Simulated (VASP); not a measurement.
Set up this calculation in VASP 6.6.1, as the native input.

| Quantity | Value |
| --- | --- |
| Task | density of states |
| Functional | PBEsol |
| Potentials or basis | VASP PAW PBE potentials, release 64 (Ta_sv_GW, K_sv, O) |
| Cutoff | 520 eV |
| k mesh | 7 × 7 × 7 |
| Occupations | fermi-dirac, width 0.05 eV |
| Spin | no spin polarisation |
| Hubbard terms | Ta d U = 1.0 eV |
| Dipole correction | no |
| k mesh for the DOS | 11 × 11 × 11 |
| Second run | valence_matched |
| Occupations for the DOS | tetrahedron |
| Further INCAR settings | ALGO = Normal; EDIFF = 1e-06 |

Crystal: KTaO3.

```
CELL_PARAMETERS angstrom
3.98830 0.00000 0.00000
0.00000 3.98830 0.00000
0.00000 0.00000 3.98830
ATOMIC_POSITIONS crystal
Ta 0.00000 0.00000 0.00000
K 0.50000 0.50000 0.50000
O 0.00000 0.00000 0.50000
O 0.00000 0.50000 0.00000
O 0.50000 0.00000 0.00000
```

The input as run:

POSCAR

```
KTaO3
1.0
    3.9883000000      0.0000000000      0.0000000000
    0.0000000000      3.9883000000      0.0000000000
    0.0000000000      0.0000000000      3.9883000000
Ta K O
1 1 3
Direct
    0.0000000000      0.0000000000      0.0000000000
    0.5000000000      0.5000000000      0.5000000000
    0.0000000000      0.0000000000      0.5000000000
    0.0000000000      0.5000000000      0.0000000000
    0.5000000000      0.0000000000      0.0000000000
```

INCAR.step1

```
PREC = Accurate
ENCUT = 520
EDIFF = 1E-6
ISMEAR = -1
SIGMA = 0.05
LREAL = False
LASPH = True
NELM = 200
ALGO = Normal
ISIF = 2
LWAVE = False
LCHARG = True
LMAXMIX = 4
LDAU = True
LDAUTYPE = 2
LDAUL = 2 -1 -1
LDAUU = 1 0 0
LDAUJ = 0 0 0
LDAUPRINT = 1
GGA = PS
NBANDS = 28
GGA_COMPAT = False
NEDOS = 2001
LORBIT = 11
```

KPOINTS.step1

```
Automatic mesh
0
Gamma
  7 7 7
```

INCAR.step2

```
PREC = Accurate
ENCUT = 520
EDIFF = 1E-6
ISMEAR = -5
SIGMA = 0.05
LREAL = False
LASPH = True
NELM = 200
ALGO = Normal
ISIF = 2
LWAVE = False
LCHARG = False
LMAXMIX = 4
LDAU = True
LDAUTYPE = 2
LDAUL = 2 -1 -1
LDAUU = 1 0 0
LDAUJ = 0 0 0
LDAUPRINT = 1
GGA = PS
LORBIT = 11
NEDOS = 1001
ICHARG = 11
GGA_COMPAT = False
```

KPOINTS.step2

```
Automatic mesh
0
Gamma
  11 11 11
```

Potentials or basis: VASP PAW PBE potentials, release 64 (Ta_sv_GW, K_sv, O).

Command:

```console
$ cat potpaw_PBE.64/Ta_sv_GW/POTCAR potpaw_PBE.64/K_sv/POTCAR potpaw_PBE.64/O/POTCAR > POTCAR
$ cp INCAR.step1 INCAR
$ cp KPOINTS.step1 KPOINTS
$ mpirun -np 1 vasp_std > vasp.out
$ cp INCAR.step2 INCAR
$ cp KPOINTS.step2 KPOINTS
$ mpirun -np 1 vasp_std > vasp.out
```

Results of the run:

```
Valence electrons inside the program's atomic spheres : Ta 11.73; K 7.60; O 5.07
```

Caveat: spin-orbit coupling is left out, which moves the levels of the heavy elements.

Run time: 84 s on 1 thread of AMD EPYC 7R43 64-Core Processor (Zen 3), with other jobs on the host, peak memory 0.19 GiB.
